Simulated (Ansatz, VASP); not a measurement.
## One calculation of Mg2As, two programs

INCAR

```
PREC = Accurate
ENCUT = 600
EDIFF = 1E-6
ISMEAR = 0
SIGMA = 0.1
LREAL = F
LASPH = T
NELM = 100
ALGO = Normal
ISIF = 3
LWAVE = F
LCHARG = F
GGA = PE
IBRION = 2
NSW = 90
EDIFFG = -0.04
```

Contents of KPOINTS:

```
regular mesh
0
Gamma
  4 4 4
```

POSCAR

```
Mg2As
1.0
    4.5150443395      0.0000000000      0.0000000000
    0.0000000000      4.5150443395      0.0000000000
    0.0000000000      0.0000000000      6.4999261828
Mg As
4 2
Direct
    0.0000000000      0.5000000000      0.2030000000
    0.0000000000      0.5000000000      0.7030000000
    0.5000000000      0.0000000000      0.2970000000
    0.5000000000      0.0000000000      0.7970000000
    0.0000000000      0.0000000000      0.0000000000
    0.5000000000      0.5000000000      0.5000000000
```

Input for Ansatz:

```yaml
crystal:
  lattice:
    - [4.5150443395, 0.0, 0.0]
    - [0.0, 4.5150443395, 0.0]
    - [0.0, 0.0, 6.4999261828]
  atoms:
    - { symbol: Mg, position: [0.0, 0.5, 0.203] }
    - { symbol: Mg, position: [0.0, 0.5, 0.703] }
    - { symbol: Mg, position: [0.5, 0.0, 0.297] }
    - { symbol: Mg, position: [0.5, 0.0, 0.797] }
    - { symbol: As, position: [0.0, 0.0, 0.0] }
    - { symbol: As, position: [0.5, 0.5, 0.5] }
basis:
  ecutwfc: 420
kpoints:
  mp_grid: { grid: [4, 4, 4] }
hamiltonian:
  xc: pbe
scf:
  occupations: { method: gaussian, width: 0.1 }
  lower_state_search: "off"
output:
  forces: true
  stress: true
  eigenvalues: true
relax:
  adjacent_minimum: "off"
  f_tol: 0.04
  max_steps: 70
  cell: { stress_tol: 0.4 }
```

Alike in both runs: task relaxation of cell and atoms; functional PBE; k mesh 4 × 4 × 4; occupations gaussian, width 0.1 eV; no spin polarisation.

```csv
,VASP,Ansatz
version,VASP 6.6.1,Ansatz 0.2.0
potentials or method,"VASP PAW PBE potentials, release 64 (Mg, As), cutoff 600 eV","scalar-relativistic, plane waves, PAW"
valence electrons in the cell,18,70
```

VASP gave:

```
gap on the k mesh at the Fermi level, each at its own relaxed structure (eV) : none
relaxed volume (Å³/atom)                                                     : 23.27
relaxed cell length with the largest relative difference (Å)                 : 6.201
```

**Question.** Which values does Ansatz return?

**Answer.** gap on the k mesh at the Fermi level, each at its own relaxed structure (eV): none; relaxed volume (Å³/atom): 23.33; relaxed cell length with the largest relative difference (Å): 6.210.

A gap of «none» marks a metal or a gap that the smearing closes. VASP's potentials hold 18 valence electrons a cell and Ansatz's 70, so a difference there can come from the potentials and not from the codes.
